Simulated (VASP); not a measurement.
# Ga (P2_1/m) in VASP: a series of runs

Ga is run at these levels: PBEsol; tasks: single point.

All numbers are computed with VASP 6.6.1; they aren't measurements. Logs are shortened: lines on timing, memory, paths and dates and some standing lists are left out, and cuts for length are marked.

## (1) The cell of the first run

The typed cell holds 2 atoms: a = 2.766 Å, b = 3.281 Å, c = 4.190 Å, α = 90.00°, β = 109.25°, γ = 90.00°.

## (2) Single point, PBEsol

Contents of INCAR:

```
ALGO = Normal
EDIFF = 1E-6
ENCUT = 500
GGA = PS
GGA_COMPAT = False
ISIF = 2
ISMEAR = -1
LASPH = True
LCHARG = False
LREAL = False
LWAVE = False
NBANDS = 20
NELM = 120
PREC = Accurate
SIGMA = 0.08
```

Contents of KPOINTS:

```
k-points
0
Gamma
  14 12 10
```

Contents of POSCAR:

```
Ga
1.0
    2.7660953343      0.0000000000     -0.0153583327
    0.0000000000      3.2807102479      0.0000000000
   -1.3595279340      0.0000000000      3.9637387022
Ga
2
Direct
    0.8657038178      0.2500000000      0.2312432578
    0.1342961822      0.7500000000      0.7687567422
```

Potentials or basis: VASP PAW PBE potentials, release 64 (Ga_d).

The run is started by

```
cat potpaw_PBE.64/Ga_d/POTCAR > POTCAR
mpirun -np 1 vasp_std > vasp.out
```

OUTCAR:

```text
EDIFF = 1E-6
   ENCUT = 500
   GGA = PS
   ISIF = 2
   ISMEAR = -1
   LASPH = True
   LREAL = False
   NELM = 120
   PREC = Accurate

 ion  position               nearest neighbor table
   1  0.866  0.250  0.231-   2 2.69   2 2.69   2 2.82   2 2.82   2 2.82   2 2.82
   2  0.134  0.750  0.769-   1 2.69   1 2.69   1 2.82   1 2.82   1 2.82   1 2.82

  LATTYP: Found a simple monoclinic cell.
 ALAT       =     2.7661379714
 B/A-ratio  =     1.1860255279
 C/A-ratio  =     1.5148957168
 COS(beta)  =    -0.3296848094

  Lattice vectors:

 A1 = (   2.7660953343,   0.0000000000,  -0.0153583327)
 A2 = (   0.0000000000,   3.2807102479,   0.0000000000)
 A3 = (  -1.3595279340,   0.0000000000,   3.9637387022)

Analysis of symmetry for initial positions (statically):
=====================================================================
 Subroutine PRICEL returns:
 Original cell was already a primitive cell.

 Routine SETGRP: Setting up the symmetry group for a
 simple monoclinic supercell.

 Subroutine GETGRP returns: Found  4 space group operations
 (whereof  2 operations were pure point group operations)
 out of a pool of  4 trial point group operations.

The static configuration has the point symmetry S_2 .
 The point group associated with its full space group is C_2h.

Analysis of symmetry for dynamics (positions and initial velocities):
=====================================================================
 Subroutine PRICEL returns:
 Original cell was already a primitive cell.

 Routine SETGRP: Setting up the symmetry group for a
 simple monoclinic supercell.

 Subroutine GETGRP returns: Found  4 space group operations
 (whereof  2 operations were pure point group operations)
 out of a pool of  4 trial point group operations.

The dynamic configuration has the point symmetry S_2 .
 The point group associated with its full space group is C_2h.

 Subroutine INISYM returns: Found  4 space group operations
 (whereof  2 operations are pure point group operations),
 and found     1 'primitive' translations

----------------------------------------------------------------------------------------

                                     Primitive cell

  volume of cell :      35.9015

  direct lattice vectors                    reciprocal lattice vectors
     2.766095334  0.000000000 -0.015358333     0.362210235  0.000000000  0.124234963
     0.000000000  3.280710248  0.000000000     0.000000000  0.304812045  0.000000000
    -1.359527934  0.000000000  3.963738702     0.001403459  0.000000000  0.252768438

  length of vectors
     2.766137971  3.280710248  4.190410565     0.382923727  0.304812045  0.252772335

  position of ions in fractional coordinates (direct lattice)
     0.865703818  0.250000000  0.231243258
     0.134296182  0.750000000  0.768756742

  ion indices of the primitive-cell ions
   primitive index   ion index
                 1           1
                 2           2

----------------------------------------------------------------------------------------

 KPOINTS: k-points

Automatic generation of k-mesh.
 Grid dimensions read from file:
 generate k-points for:   14   12   10

 Generating k-lattice:

  Cartesian coordinates                     Fractional coordinates (reciprocal lattice)
     0.025872160  0.000000000  0.008873926     0.071428571  0.000000000  0.000000000
     0.000000000  0.025401004  0.000000000     0.000000000  0.083333333  0.000000000
     0.000140346  0.000000000  0.025276844     0.000000000  0.000000000  0.100000000

  Length of vectors
     0.027351695  0.025401004  0.025277233

  Shift w.r.t. Gamma in fractional coordinates (k-lattice)
     0.000000000  0.000000000  0.000000000

 Subroutine IBZKPT returns following result:
 ===========================================

 Found    504 irreducible k-points:

 Following reciprocal coordinates:
            Coordinates               Weight
  0.000000  0.000000  0.000000      1.000000
  0.071429  0.000000 -0.000000      2.000000
  0.142857  0.000000 -0.000000      2.000000
  0.214286  0.000000  0.000000      2.000000
  0.285714  0.000000  0.000000      2.000000
  0.357143  0.000000 -0.000000      2.000000
[... 16 lines left out ...]
  0.428571  0.166667  0.000000      4.000000
  0.500000  0.166667 -0.000000      2.000000
 [... further k-points ...]
   k-points           NKPTS =    504   k-points in BZ     NKDIM =    504   number of bands    NBANDS=     20
   number of dos      NEDOS =    301   number of ions     NIONS =      2
   total plane-waves  NPLWV =  15360
   dimension x,y,z NGX =    20 NGY =   24 NGZ =   32
   dimension x,y,z NGXF=    40 NGYF=   48 NGZF=   64
   ions per type =               2
   NGX,Y,Z   is equivalent  to a cutoff of  12.02, 12.16, 12.70 a.u.
   NGXF,Y,Z  is equivalent  to a cutoff of  24.04, 24.32, 25.39 a.u.
 SYSTEM =  unknown system
   PREC   = accura    normal or accurate (medium, high low for compatibility)
   ISTART =      0    job   : 0-new  1-cont  2-samecut
   ICHARG =      2    charge: 1-file 2-atom 10-const
   ISPIN  =      1    spin polarized calculation?
   LNONCOLLINEAR =      F non collinear calculations
   LSORBIT =      F    spin-orbit coupling
   LASPH  =      T    aspherical Exc in radial PAW
   ENCUT  =  500.0 eV  36.75 Ry    6.06 a.u.   5.04  5.98  7.64*2*pi/ulx,y,z
   NELM   =    120;   NELMIN=  2; NELMDL= -5     # of ELM steps
   EDIFF  = 0.1E-05   stopping-criterion for ELM
   LREAL  =      F    real-space projection
   EDIFFG = 0.1E-04   stopping-criterion for IOM
   NSW    =      0    number of steps for IOM
   IBRION =     -1    ionic relax: 0-MD 1-quasi-New 2-CG
   NFREE  =      0    steps in history (QN), initial steepest desc. (CG)
   ISIF   =      2    stress and relaxation
   ISYM   =      2    0-nonsym 1-usesym 2-fastsym
   POTIM  = 0.5000    time-step for ionic-motion
   TEBEG  =    0.0;   TEEND  =   0.0 temperature during run
   PSTRESS=    0.0 pullay stress
   NELECT =      26.0000    total number of electrons
   NUPDOWN=      -1.0000    fix difference up-down
   EMIN   =  10.00;   EMAX   =-10.00  energy-range for DOS
   EFERMI =   0.00;   METHOD = LEGACY
   ISMEAR =    -1;   SIGMA  =   0.08  broadening in eV -4-tet -1-fermi 0-gaus
   EFERMI_NEDOS =   21; number of points for ismear=-14 and -15
   IALGO  =     38    algorithm
   IMIX   =      4    mixing-type and parameters
     AMIX     =   0.40;   BMIX     =  1.00
     AMIX_MAG =   1.60;   BMIX_MAG =  1.00
  volume/ion in A,a.u.               =      17.95       121.14
  Fermi-wavevector in a.u.,A,eV,Ry     =   1.470151  2.778182 29.406862  2.161343
  Thomas-Fermi vector in A             =   2.585442
   LORBIT       =      0    0 simple, 1 ext, 2 COOP (PROOUT), +10 PAW based schemes
   GGA     = PS    functional components
   LHFCALC =     F    Hartree Fock is set to
   AEXX    =    0.0000 exact exchange contribution
   IVDW    =     0    specifies the selected vdW correction
   LEPSILON=     F    determine dielectric tensor
   LRPA    =     F    only Hartree local field effects (RPA)
 non-spin polarized calculation
  energy-cutoff  :      500.00
  volume of cell :       35.90
 maximum number of plane-waves:       928
   NGX = 11   NGY = 11   NGZ = 15

 number of electron      26.0000018 magnetization

 Free energy of the ion-electron system (eV)
  ---------------------------------------------------
  ext. energy  EPLUGINS =         0.00000000
  ---------------------------------------------------
  free energy    TOTEN  =        -6.69013872 eV

  energy without entropy =       -6.67559800  energy(sigma->0) =       -6.68286836

 E-fermi :   5.8203     XC(G=0): -11.3599

 val. band max:        5.8175660291   @ k =   0.3571   0.4167   0.3000
 cond. band min:       5.8212444901   @ k =   0.4286   0.3333   0.1000
 fundamental gap:      0.0036784610
 Fermi energy:         5.8202698075

 k-point     1 :       0.0000    0.0000    0.0000
  band No.  band energies     occupation
      1      -9.3319      2.00000
      2      -9.3282      2.00000
      3      -9.2652      2.00000
      4      -9.2584      2.00000
      5      -8.9844      2.00000
      6      -8.9823      2.00000
[... 12 lines left out ...]
     19      16.9327      0.00000
     20      18.8753      0.00000

 k-point     2 :       0.0714    0.0000   -0.0000
  band No.  band energies     occupation
      1      -9.3241      2.00000
      2      -9.3232      2.00000
      3      -9.2593      2.00000
      4      -9.2331      2.00000
      5      -8.9918      2.00000
      6      -8.9916      2.00000
[... 12 lines left out ...]
     19      17.2899      0.00000
     20      20.0401      0.00000

 k-point     3 :       0.1429    0.0000   -0.0000
  band No.  band energies     occupation
      1      -9.3126      2.00000
      2      -9.3016      2.00000
      3      -9.2301      2.00000
      4      -9.1758      2.00000
      5      -9.0181      2.00000
      6      -9.0135      2.00000
[... 12 lines left out ...]
     19      17.4418      0.00000
     20      20.6978      0.00000

 k-point     4 :       0.2143    0.0000    0.0000
  band No.  band energies     occupation
      1      -9.2969      2.00000
      2      -9.2746      2.00000
      3      -9.1880      2.00000
      4      -9.1162      2.00000
      5      -9.0574      2.00000
      6      -9.0290      2.00000
[... 12 lines left out ...]
     19      17.5693      0.00000
     20      21.5433      0.00000

 k-point     5 :       0.2857    0.0000    0.0000
  band No.  band energies     occupation
      1      -9.2812      2.00000
      2      -9.2493      2.00000
      3      -9.1568      2.00000
      4      -9.1235      2.00000
      5      -9.1026      2.00000
      6      -8.9900      2.00000
[... 12 lines left out ...]
     19      17.7316      0.00000
     20      20.2861      0.00000
[... 353 lines left out ...]
      6      -9.0187      2.00000
[... 12 lines left out ...]
     19      16.7815      0.00000
     20      17.8101      0.00000

 k-point    22 :       0.3571    0.1667   -0.0000
  band No.  band energies     occupation
      1      -9.2947      2.00000
      2      -9.2025      2.00000
      3      -9.1866      2.00000
      4      -9.1395      2.00000
      5      -9.1001      2.00000
      6      -9.0110      2.00000
[... 12 lines left out ...]
     19      16.5113      0.00000
     20      18.0851      0.00000

 k-point    23 :       0.4286    0.1667    0.0000
  band No.  band energies     occupation
      1      -9.3070      2.00000
      2      -9.2170      2.00000
      3      -9.1792      2.00000
      4      -9.1392      2.00000
      5      -9.1133      2.00000
      6      -9.0182      2.00000
[... 12 lines left out ...]
     19      15.9310      0.00000
     20      18.0085      0.00000

 k-point    24 :       0.5000    0.1667   -0.0000
  band No.  band energies     occupation
      1      -9.3131      2.00000
      2      -9.2227      2.00000
      3      -9.1777      2.00000
      4      -9.1390      2.00000
      5      -9.1159      2.00000
      6      -9.0228      2.00000
[... 12 lines left out ...]
     19      16.2947      0.00000
     20      16.3653      0.00000

 [... further k-points ...]

------------------------ aborting loop because EDIFF is reached ----------------------------------------

  FORCE on cell =-STRESS in cart. coord.  units (eV):
  Direction    XX          YY          ZZ          XY          YZ          ZX
  --------------------------------------------------------------------------------------
  -------------------------------------------------------------------------------------
  Total       -0.0058161     -0.0146486     -0.0105146      0.0000000      0.0000000      0.0009781
  in kB       -0.2595561     -0.6537260     -0.4692359      0.0000000      0.0000000      0.0436499
  external PRESSURE =      -0.4608393 kB  Pullay stress =       0.0000000 kB

 VOLUME and BASIS-vectors are now :
 -----------------------------------------------------------------------------
  energy-cutoff  :      500.00
  volume of cell :       35.90
      direct lattice vectors                 reciprocal lattice vectors
     2.766095334  0.000000000 -0.015358333     0.362210235  0.000000000  0.124234963
     0.000000000  3.280710248  0.000000000     0.000000000  0.304812045  0.000000000
    -1.359527934  0.000000000  3.963738702     0.001403459  0.000000000  0.252768438

 POSITION                                       TOTAL-FORCE (eV/Angst)
 -----------------------------------------------------------------------------------
      2.08024      0.82018      0.90329        -0.002201     -0.000000      0.000794
     -0.67367      2.46053      3.04509         0.002201      0.000000     -0.000794
 -----------------------------------------------------------------------------------
    total drift:                               -0.000000     -0.000000      0.000000

  FREE ENERGIE OF THE ION-ELECTRON SYSTEM (eV)
  ---------------------------------------------------
  free  energy   TOTEN  =        -6.6901387242 eV

  energy  without entropy=       -6.6755980007  energy(sigma->0) =       -6.68286836
```

It took 4.9 min on 1 thread of Oxide Virtual Turin-like, shared host; peak memory 0.33 GiB.

What came out:

- Free energy: -6.6901 eV
- Pressure: 0.0 GPa
- Band gap on the k mesh: zero (bands 13 and 14 overlap by 8.49 eV)

Forces in eV/Å, atoms in the order of the input:
```
Ga  -0.002  0.000  0.001
Ga   0.002  0.000 -0.001
```

Levels at points of the mesh, in eV from the Fermi level:
```
           k point  band 10  band 11  band 12  band 13  band 14  band 15  band 16  band 17
(0.00, 0.00, 0.00)   -14.59   -11.52    -2.08    -1.35     1.70     5.53     9.32    10.42
(0.50, 0.00, 0.00)   -14.62    -6.26    -5.33    -1.49     0.12     6.17     6.79     8.70
(0.00, 0.50, 0.00)   -14.66    -7.94    -7.94     1.78     1.78     2.75     2.75    11.65
(0.50, 0.50, 0.00)   -14.62    -2.91    -2.91    -1.75    -1.75     2.07     2.07     4.53
(0.00, 0.00, 0.50)   -14.65    -9.44    -8.61     4.01     4.98     6.15     6.41     7.23
(0.50, 0.00, 0.50)   -14.62    -6.25    -5.33    -1.49     0.11     6.18     6.80     8.70
(0.00, 0.50, 0.50)   -14.74    -6.05    -6.05    -4.49    -4.49    10.81    10.81    12.31
(0.50, 0.50, 0.50)   -14.62    -2.91    -2.91    -1.76    -1.76     2.06     2.06     4.52
```

Caveat: the PAW data sets were made with another functional, which shifts forces and pressure a little.

## (3) Single point, PBEsol (18.22 Å³/atom)

This run uses another cell than the first one, of 18.22 Å³/atom.

Contents of INCAR:

```
ALGO     = Normal         # electronic algorithm
EDIFF    = 1E-6           # SCF threshold, eV
ENCUT    = 500            # plane-wave cutoff, eV
GGA      = PS             # functional
GGA_COMPAT= F            
ISIF     = 2              # what is computed and relaxed
ISMEAR   = -1             # smearing method
LASPH    = T              # aspherical terms in the spheres
LCHARG   = F              # write CHGCAR
LREAL    = F              # projectors in reciprocal space
LWAVE    = F              # write WAVECAR
NBANDS   = 20             # bands
NELM     = 120            # most SCF steps
PREC     = Accurate       # precision mode
SIGMA    = 0.08           # smearing width, eV
```

KPOINTS is that of step 2.

Contents of POSCAR:

```
Ga
1.0
    2.7798572292      0.0000000000     -0.0154347436
    0.0000000000      3.2970324581      0.0000000000
   -1.3662918659      0.0000000000      3.9834591198
Ga
2
Direct
    0.8652115032      0.2500000000      0.2310820890
    0.1347884968      0.7500000000      0.7689179110
```

Potentials or basis: VASP PAW PBE potentials, release 64 (Ga_d).

The run is started by

```
cat potpaw_PBE.64/Ga_d/POTCAR > POTCAR
mpirun -np 1 vasp_std > vasp.out
```

OUTCAR:

```text
EDIFF = 1E-6
   ENCUT = 500
   GGA = PS
   ISIF = 2
   ISMEAR = -1
   LASPH = T
   LREAL = F
   NELM = 120
   PREC = Accurate

 ion  position               nearest neighbor table
   1  0.865  0.250  0.231-   2 2.70   2 2.70   2 2.83   2 2.83   2 2.83   2 2.83
   2  0.135  0.750  0.769-   1 2.70   1 2.70   1 2.83   1 2.83   1 2.83   1 2.83

  LATTYP: Found a simple monoclinic cell.
 ALAT       =     2.7799000784
 B/A-ratio  =     1.1860255279
[... 744 lines left out ...]

------------------------ aborting loop because EDIFF is reached ----------------------------------------

  FORCE on cell =-STRESS in cart. coord.  units (eV):
  Direction    XX          YY          ZZ          XY          YZ          ZX
  --------------------------------------------------------------------------------------
  -------------------------------------------------------------------------------------
  Total       -0.2021602     -0.2090725     -0.2210954      0.0000000      0.0000000      0.0023051
  in kB       -8.8884894     -9.1924096     -9.7210257      0.0000000      0.0000000      0.1013483
  external PRESSURE =      -9.2673083 kB  Pullay stress =       0.0000000 kB

 VOLUME and BASIS-vectors are now :
 -----------------------------------------------------------------------------
  energy-cutoff  :      500.00
  volume of cell :       36.44
      direct lattice vectors                 reciprocal lattice vectors
     2.779857229  0.000000000 -0.015434744     0.360417086  0.000000000  0.123619929
     0.000000000  3.297032458  0.000000000     0.000000000  0.303303050  0.000000000
    -1.366291866  0.000000000  3.983459120     0.001396511  0.000000000  0.251517089

 POSITION                                       TOTAL-FORCE (eV/Angst)
 -----------------------------------------------------------------------------------
      2.08944      0.82426      0.90715        -0.001615      0.000000      0.002101
     -0.67587      2.47277      3.06087         0.001615      0.000000     -0.002101
 -----------------------------------------------------------------------------------
    total drift:                                0.000000     -0.000000     -0.000000

  FREE ENERGIE OF THE ION-ELECTRON SYSTEM (eV)
  ---------------------------------------------------
  free  energy   TOTEN  =        -6.6889900714 eV

  energy  without entropy=       -6.6742474195  energy(sigma->0) =       -6.68161875
```

Wall time 5.2 min (1 thread of Oxide Virtual Turin-like, shared host); peak memory 0.33 GiB.

What came out:

| Item | Value |
| --- | --- |
| Free energy | -6.6890 eV |
| Pressure | -0.9 GPa |
| Band gap on the k mesh | zero (bands 13 and 14 overlap by 8.38 eV) |

Forces on the atoms (eV/Å):
```
Ga  -0.002  0.000  0.002
Ga   0.002  0.000 -0.002
```

Caveat: the PAW data sets were made with another functional, which shifts forces and pressure a little.
